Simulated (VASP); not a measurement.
# Ni (I4_1/amd) in VASP: single point with PBE

Aim: the single point of Ni with PBE.

Program: VASP 6.6.1. These are calculated values, not measurements. Logs are shortened: lines on timing, memory, paths and dates and some standing lists are left out, and cuts for length are marked.

## (1) The cell of the first run

Symmetry: I4_1/amd, No. 141, tetragonal system. The conventional cell has a = 4.106 Å, b = 4.106 Å, c = 2.225 Å, α = 90.00°, β = 90.00°, γ = 90.00°. Ni (site symmetry -4m2) has 10 Ni at 2.13 to 2.65 Å within 2.8 Å.

## (2) Single point, PBE, collinear spin, ferromagnetic start

Input file INCAR:

```
  PREC = Accurate
  ENCUT = 520
  EDIFF = 1E-6
  ISMEAR = -1
  SIGMA = 0.08
  LREAL = F
  LASPH = T
  NELM = 150
  ALGO = Normal
  ISIF = 2
  LWAVE = F
  LCHARG = F
  ISPIN = 2
  MAGMOM = 1 1
  LORBIT = 11
  LMAXMIX = 4
  GGA = PE
  NBANDS = 21
```

Input file KPOINTS:

```
Automatic mesh
0
Gamma
  19 19 19
```

Input file POSCAR:

```
Ni
1.0
   -2.0530825100      2.0530825100      1.1126463311
    2.0530825100     -2.0530825100      1.1126463311
    2.0530825100      2.0530825100     -1.1126463311
Ni
2
Direct
   -0.3750000000     -0.1250000000     -0.2500000000
    0.3750000000      0.1250000000      0.2500000000
```

Potentials or basis: VASP PAW PBE potentials, release 64 (Ni).

Started as:

```console
$ cat potpaw_PBE.64/Ni/POTCAR > POTCAR
$ mpirun -np 1 vasp_std > vasp.out
```

OUTCAR:

```text
PREC = Accurate
   ENCUT = 520
   EDIFF = 1E-6
   ISMEAR = -1
   LREAL = F
   LASPH = T
   NELM = 150
   ISIF = 2
   ISPIN = 2
   LORBIT = 11
   GGA = PE

 ion  position               nearest neighbor table
   1  0.625  0.875  0.750-   2 2.13   2 2.13   2 2.13   2 2.13   2 2.65   2 2.65   2 2.65   2 2.65

   2  0.375  0.125  0.250-   1 2.13   1 2.13   1 2.13   1 2.13   1 2.65   1 2.65   1 2.65   1 2.65

  LATTYP: Found a body centered tetragonal cell.
 ALAT       =     4.1061650200
 C/A-ratio  =     0.5419394134

  Lattice vectors:

 A1 = (  -2.0530825100,   2.0530825100,   1.1126463311)
 A2 = (   2.0530825100,  -2.0530825100,   1.1126463311)
 A3 = (   2.0530825100,   2.0530825100,  -1.1126463311)

Analysis of symmetry for initial positions (statically):
=====================================================================
 Subroutine PRICEL returns:
 Original cell was already a primitive cell.

 Routine SETGRP: Setting up the symmetry group for a
 body centered tetragonal supercell.

 Subroutine GETGRP returns: Found 16 space group operations
 (whereof  4 operations were pure point group operations)
 out of a pool of 16 trial point group operations.

The static configuration has the point symmetry C_2h.
 The point group associated with its full space group is D_4h.

Analysis of symmetry for dynamics (positions and initial velocities):
=====================================================================
 Subroutine PRICEL returns:
 Original cell was already a primitive cell.

 Routine SETGRP: Setting up the symmetry group for a
 body centered tetragonal supercell.

 Subroutine GETGRP returns: Found 16 space group operations
 (whereof  4 operations were pure point group operations)
 out of a pool of 16 trial point group operations.

The dynamic configuration has the point symmetry C_2h.
 The point group associated with its full space group is D_4h.

Analysis of structural, dynamic, and magnetic symmetry:
=====================================================================
 Subroutine PRICEL returns:
 Original cell was already a primitive cell.

 Routine SETGRP: Setting up the symmetry group for a
 body centered tetragonal supercell.

 Subroutine GETGRP returns: Found 16 space group operations
 (whereof  4 operations were pure point group operations)
 out of a pool of 16 trial point group operations.

The overall configuration has the point symmetry C_2h.
 The point group associated with its full space group is D_4h.

 Subroutine INISYM returns: Found 16 space group operations
 (whereof  4 operations are pure point group operations),
 and found     1 'primitive' translations

----------------------------------------------------------------------------------------

                                     Primitive cell

  volume of cell :      18.7599

  direct lattice vectors                    reciprocal lattice vectors
    -2.053082510  2.053082510  1.112646331     0.000000000  0.243536242  0.449379094
     2.053082510 -2.053082510  1.112646331     0.243536242  0.000000000  0.449379094
     2.053082510  2.053082510 -1.112646331     0.243536242  0.243536242  0.000000000

  length of vectors
     3.109385380  3.109385380  3.109385380     0.511127647  0.511127647  0.344412257

  position of ions in fractional coordinates (direct lattice)
     0.625000000  0.875000000  0.750000000
     0.375000000  0.125000000  0.250000000

  ion indices of the primitive-cell ions
   primitive index   ion index
                 1           1
                 2           2

----------------------------------------------------------------------------------------

 KPOINTS: Automatic mesh

Automatic generation of k-mesh.
 Grid dimensions read from file:
 generate k-points for:   19   19   19

 Generating k-lattice:

  Cartesian coordinates                     Fractional coordinates (reciprocal lattice)
     0.000000000  0.012817697  0.023651531     0.052631579 -0.000000000  0.000000000
     0.012817697  0.000000000  0.023651531    -0.000000000  0.052631579  0.000000000
     0.012817697  0.012817697  0.000000000     0.000000000  0.000000000  0.052631579

  Length of vectors
     0.026901455  0.026901455  0.018126961

  Shift w.r.t. Gamma in fractional coordinates (k-lattice)
     0.000000000  0.000000000  0.000000000

 Subroutine IBZKPT returns following result:
 ===========================================

 Found    550 irreducible k-points:

 Following reciprocal coordinates:
            Coordinates               Weight
  0.000000  0.000000  0.000000      1.000000
  0.052632  0.000000 -0.000000      8.000000
  0.105263  0.000000 -0.000000      8.000000
  0.157895  0.000000  0.000000      8.000000
  0.210526  0.000000 -0.000000      8.000000
  0.263158  0.000000  0.000000      8.000000
[... 16 lines left out ...]
 -0.315789  0.052632  0.000000     16.000000
 -0.263158  0.052632  0.000000     16.000000
 [... further k-points ...]
   k-points           NKPTS =    550   k-points in BZ     NKDIM =    550   number of bands    NBANDS=     21
   number of dos      NEDOS =    301   number of ions     NIONS =      2
   total plane-waves  NPLWV =  13824
   dimension x,y,z NGX =    24 NGY =   24 NGZ =   24
   dimension x,y,z NGXF=    48 NGYF=   48 NGZF=   48
   ions per type =               2
   NGX,Y,Z   is equivalent  to a cutoff of  12.83, 12.83, 12.83 a.u.
   NGXF,Y,Z  is equivalent  to a cutoff of  25.66, 25.66, 25.66 a.u.
 SYSTEM =  unknown system
   PREC   = accura    normal or accurate (medium, high low for compatibility)
   ISTART =      0    job   : 0-new  1-cont  2-samecut
   ICHARG =      2    charge: 1-file 2-atom 10-const
   ISPIN  =      2    spin polarized calculation?
   LNONCOLLINEAR =      F non collinear calculations
   LSORBIT =      F    spin-orbit coupling
   LASPH  =      T    aspherical Exc in radial PAW
   ENCUT  =  520.0 eV  38.22 Ry    6.18 a.u.   5.78  5.78  5.78*2*pi/ulx,y,z
   NELM   =    150;   NELMIN=  2; NELMDL= -5     # of ELM steps
   EDIFF  = 0.1E-05   stopping-criterion for ELM
   LREAL  =      F    real-space projection
[... 7 lines left out ...]
   TEBEG  =    0.0;   TEEND  =   0.0 temperature during run
   PSTRESS=    0.0 pullay stress
   NELECT =      20.0000    total number of electrons
   NUPDOWN=      -1.0000    fix difference up-down
   EMIN   =  10.00;   EMAX   =-10.00  energy-range for DOS
   EFERMI =   0.00;   METHOD = LEGACY
   ISMEAR =    -1;   SIGMA  =   0.08  broadening in eV -4-tet -1-fermi 0-gaus
   EFERMI_NEDOS =   21; number of points for ismear=-14 and -15
   IALGO  =     38    algorithm
   IMIX   =      4    mixing-type and parameters
     AMIX     =   0.40;   BMIX     =  1.00
     AMIX_MAG =   1.60;   BMIX_MAG =  1.00
  volume/ion in A,a.u.               =       9.38        63.30
  Fermi-wavevector in a.u.,A,eV,Ry     =   1.672405  3.160388 38.054669  2.796939
  Thomas-Fermi vector in A             =   2.757558
   LORBIT       =     11    0 simple, 1 ext, 2 COOP (PROOUT), +10 PAW based schemes
   GGA     = PE    functional components
   LHFCALC =     F    Hartree Fock is set to
   AEXX    =    0.0000 exact exchange contribution
   IVDW    =     0    specifies the selected vdW correction
   LEPSILON=     F    determine dielectric tensor
   LRPA    =     F    only Hartree local field effects (RPA)
 spin polarized calculation
  energy-cutoff  :      520.00
  volume of cell :       18.76
 maximum number of plane-waves:       517
   NGX = 11   NGY = 11   NGZ = 11

 number of electron      20.0000021 magnetization       0.0014661

 number of electron      20.0000021 magnetization      -0.0003109

 Free energy of the ion-electron system (eV)
  ---------------------------------------------------
  ext. energy  EPLUGINS =         0.00000000
  ---------------------------------------------------
  free energy    TOTEN  =        -9.19627893 eV

  energy without entropy =       -9.13341924  energy(sigma->0) =       -9.16484909

 E-fermi :  11.6915     XC(G=0): -14.0887

 val. band max:       11.6914850141   @ k =   0.3684   0.2105  -0.0000
 cond. band min:      11.6916568870   @ k =   0.3684   0.2105  -0.0000
 fundamental gap:      0.0001718728
 Fermi energy:        11.6914895358

 spin component 1

 k-point     1 :       0.0000    0.0000    0.0000
  band No.  band energies     occupation
      1       1.6647      1.00000
      2       6.0259      1.00000
      3       7.3366      1.00000
      4       7.7637      1.00000
      5       8.2768      1.00000
      6      10.6577      1.00000
[... 13 lines left out ...]
     20      41.1607      0.00000
     21      41.6120      0.00000
[... 529 lines left out ...]
 k-point    24 :      -0.2632    0.0526    0.0000
  band No.  band energies     occupation
      1       3.6918      1.00000
      2       6.7703      1.00000
      3       7.6017      1.00000
      4       8.2998      1.00000
      5       8.8766      1.00000
      6       9.2767      1.00000
[... 13 lines left out ...]
     20      38.8599      0.00000
     21      39.0821      0.00000

 [... further k-points ...]

 spin component 2

 k-point     1 :       0.0000    0.0000    0.0000
  band No.  band energies     occupation
      1       1.6647      1.00000
      2       6.0258      1.00000
      3       7.3365      1.00000
      4       7.7635      1.00000
      5       8.2766      1.00000
      6      10.6576      1.00000
[... 13 lines left out ...]
     20      41.1608      0.00000
     21      41.6120      0.00000
[... 529 lines left out ...]
 k-point    24 :      -0.2632    0.0526    0.0000
  band No.  band energies     occupation
      1       3.6918      1.00000
      2       6.7702      1.00000
      3       7.6015      1.00000
      4       8.2997      1.00000
      5       8.8764      1.00000
      6       9.2766      1.00000
[... 13 lines left out ...]
     20      38.8599      0.00000
     21      39.0821      0.00000

 [... further k-points ...]

------------------------ aborting loop because EDIFF is reached ----------------------------------------

  FORCE on cell =-STRESS in cart. coord.  units (eV):
  Direction    XX          YY          ZZ          XY          YZ          ZX
  --------------------------------------------------------------------------------------
  -------------------------------------------------------------------------------------
  Total        7.9662917      7.9662917      7.9738666      0.0000000     -0.0000000     -0.0000000
  in kB      680.3569846    680.3569846    681.0039158      0.0000000     -0.0000000     -0.0000000
  external PRESSURE =     680.5726284 kB  Pullay stress =       0.0000000 kB

 VOLUME and BASIS-vectors are now :
 -----------------------------------------------------------------------------
  energy-cutoff  :      520.00
  volume of cell :       18.76
      direct lattice vectors                 reciprocal lattice vectors
    -2.053082510  2.053082510  1.112646331     0.000000000  0.243536242  0.449379094
     2.053082510 -2.053082510  1.112646331     0.243536242  0.000000000  0.449379094
     2.053082510  2.053082510 -1.112646331     0.243536242  0.243536242  0.000000000

 POSITION                                       TOTAL-FORCE (eV/Angst)
 -----------------------------------------------------------------------------------
      2.05308      1.02654      0.83448        -0.000000      0.000000     -0.000000
     -0.00000      1.02654      0.27816         0.000000     -0.000000      0.000000
 -----------------------------------------------------------------------------------
    total drift:                               -0.000000      0.000000      0.000000

  FREE ENERGIE OF THE ION-ELECTRON SYSTEM (eV)
  ---------------------------------------------------
  free  energy   TOTEN  =        -9.1962789347 eV

  energy  without entropy=       -9.1334192400  energy(sigma->0) =       -9.16484909

 total charge

# of ion       s       p       d       tot
------------------------------------------
    1        0.607   0.644   8.500   9.751
    2        0.607   0.644   8.500   9.751
--------------------------------------------------
tot          1.214   1.288  17.001  19.503

 magnetization (x)

# of ion       s       p       d       tot
------------------------------------------
    1        0.000   0.000  -0.000  -0.000
    2        0.000   0.000  -0.000  -0.000
--------------------------------------------------
tot          0.000   0.000  -0.000  -0.000
```

Run time: 3.3 min. Hardware: 1 thread of Intel Xeon 6975P-C (Granite Rapids), shared host; peak memory 0.39 GiB.

Results:

- Free energy: -9.1963 eV
- Pressure: 68.1 GPa
- Band gap on the k mesh: zero (filled and empty bands overlap)
- Net moment: 0.00 μB per cell
- Valence electrons inside the program's atomic spheres: Ni 9.75

Levels at points of the mesh, in eV from the Fermi level:
Spin up:
```tsv
k point	band 6	band 7	band 8	band 9	band 10	band 11	band 12	band 13	band 14	band 15
(0.00, 0.00, 0.00)	-1.03	-1.03	-0.99	-0.99	0.14	0.82	7.12	7.12	14.19	16.64
```
Spin down:
```tsv
k point	band 8	band 9	band 10	band 11	band 12	band 13
(0.00, 0.00, 0.00)	-0.99	-0.99	0.14	0.82	7.12	7.12
```

Caveat: the cell stands under pressure; the moments typed at the start vanished in this run.
